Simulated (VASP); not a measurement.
## Zr: relaxation of cell and atoms with LDA

Zr:

```xyz
3
Lattice="4.8046 0.0000 0.0000 -2.4023 4.1609 0.0000 0.0000 0.0000 3.0075" Properties=species:S:1:pos:R:3 pbc="T T T"
Zr    0.0000    0.0000    0.0000
Zr    0.0000    2.7739    1.5038
Zr    2.4023    1.3870    1.5038
```

This isn't the form of Zr at room conditions, which is hcp.

- Program: VASP 6.6.1
- Task: relaxation of cell and atoms
- Functional: LDA
- Potentials or basis: VASP PAW LDA potentials, release 64 (Zr_sv)
- Cutoff: 600 eV
- k mesh: 10 × 10 × 16
- Occupations: gaussian, width 0.05 eV
- Spin: no spin polarisation
- Target pressure: 14 GPa
- Dipole correction: no
- Further INCAR settings: ALGO = Fast; EDIFF = 1e-07; IBRION = 2; EDIFFG = -0.01; NSW = 80; ISIF = 3

| Property | Result |
| --- | --- |
| Relaxed volume | 19.39 Å³/atom |
| Relaxed cell | a = 4.752 Å, b = 4.752 Å, c = 2.974 Å, α = 90.00°, β = 90.00°, γ = 120.00° |
| Space group after relaxing (to 0.1 Å) | P6/mmm (No. 191) |
| Energy change on relaxing (the run minimises the enthalpy) | +47.1 meV/atom |
| Ionic steps | 4 |
| Pressure after relaxing | 14.0 GPa |
| Band gap on the k mesh | zero (bands 18 and 19 overlap by 0.86 eV) |

The path:
| step | energy change (eV) | largest force (eV/Å) | pressure (GPa) | volume (Å³) |
| --- | --- | --- | --- | --- |
| 1 | 0.0000 | 0.0000 | 9.17 | 60.12 |
| 2 | 0.5054 | 0.0000 | 23.44 | 55.02 |
| 3 | 0.1379 | 0.0000 | 13.92 | 58.20 |
| 4 | 0.1412 | 0.0000 | 14.02 | 58.16 |

Final structure:
```
Zr
1.0
     4.75189    0.00000    0.00000
    -2.37595    4.11526    0.00000
     0.00000    0.00000    2.97438
Zr
3
Direct
  0.00000 0.00000 0.00000
  0.33333 0.66667 0.50000
  0.66667 0.33333 0.50000
```

Levels at points of the mesh, in eV from the Fermi level:
| k point | band 14 | band 15 | band 16 | band 17 | band 18 | band 19 | band 20 | band 21 | band 22 |
| --- | --- | --- | --- | --- | --- | --- | --- | --- | --- |
| (0.00, 0.00, 0.00) | -2.97 | -0.36 | -0.36 | -0.28 | -0.28 | -0.15 | 0.92 | 1.84 | 1.84 |
| (0.50, 0.00, 0.00) | -3.10 | -2.94 | -0.87 | -0.86 | -0.60 | -0.10 | 0.86 | 1.13 | 2.60 |
| (0.00, 0.00, 0.50) | -3.21 | -2.31 | -2.31 | -1.88 | -1.01 | 1.37 | 1.37 | 2.07 | 2.07 |
| (0.50, 0.00, 0.50) | -2.57 | -2.42 | -1.94 | -0.97 | -0.35 | 0.15 | 1.06 | 1.86 | 2.07 |

Run time: 14 min on 1 thread of Intel(R) Xeon(R) Platinum 8259CL CPU @ 2.50GHz (Skylake/Cascade Lake), with other jobs on the host, peak memory 0.29 GiB.

Caveat: the cell is relaxed towards a set pressure, so the run minimises the enthalpy, not the energy.
